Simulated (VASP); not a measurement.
RbMgH2:

```
Rb Mg H
1.0
     3.61786    0.00000    0.00000
    -1.80893    3.13316    0.00000
     0.00000    0.00000    5.64438
Rb Mg H
1 1 2
Direct
  0.00000 0.00000 0.00000
  0.00000 0.00000 0.50000
  0.33333 0.66667 0.00000
  0.66667 0.33333 0.00000
```

The cell was built from a structure type or drawn by symmetry, and may not be a known phase.

- Program: VASP 6.6.1
- Task: relaxation of cell and atoms
- Functional: PBE
- Potentials or basis: VASP PAW PBE potentials, release 64 (Rb_sv, Mg, H)
- Cutoff: 600 eV
- k mesh: 6 × 6 × 4
- Occupations: gaussian, width 0.1 eV
- Spin: no spin polarisation

At the start: pressure 16.4 GPa; volume 16.00 Å³/atom.

Question: Where does the relaxation end?

Answer: Over 11 steps the energy falls by 635.4 meV/atom and the volume is 38.79 Å³/atom (+142.5 %); space group P6/mmm (No. 191, to 0.1 Å) before and after.

The path:
```
step  energy change (eV)  largest force (eV/Å)  pressure (GPa)  volume (Å³)
   1              0.0000                0.0000           16.38        63.98
   2             -1.2325                0.0000            7.85        80.34
   3             -2.1677                0.0000            2.84       108.76
   4             -2.2281                0.0000           -0.91       184.04
   5             -2.3845                0.0000           -0.19       150.53
   6             -2.3940                0.0000            0.23       139.98
   7             -2.4595                0.0000            0.16       142.89
   8             -2.5316                0.0000            0.15       149.03
   9             -2.5383                0.0000            0.19       151.10
  10             -2.5386                0.0000            0.22       151.85
  11             -2.5416                0.0000            0.08       155.16
```

Final structure:
```cif
data_structure
_symmetry_space_group_name_H-M 'P 1'
_symmetry_Int_Tables_number 1
_cell_length_a 4.6731
_cell_length_b 4.6731
_cell_length_c 8.2041
_cell_angle_alpha 90.000
_cell_angle_beta 90.000
_cell_angle_gamma 120.000
_cell_volume 155.16
loop_
_atom_site_label
_atom_site_type_symbol
_atom_site_fract_x
_atom_site_fract_y
_atom_site_fract_z
_atom_site_occupancy
Rb1 Rb 0.00000 0.00000 0.00000 1
Mg1 Mg 0.00000 0.00000 0.50000 1
H1 H 0.33333 0.66667 0.00000 1
H2 H 0.66667 0.33333 0.00000 1
```

Caveat: the volume moved by over 15 % at a fixed basis, so the end points are rough.
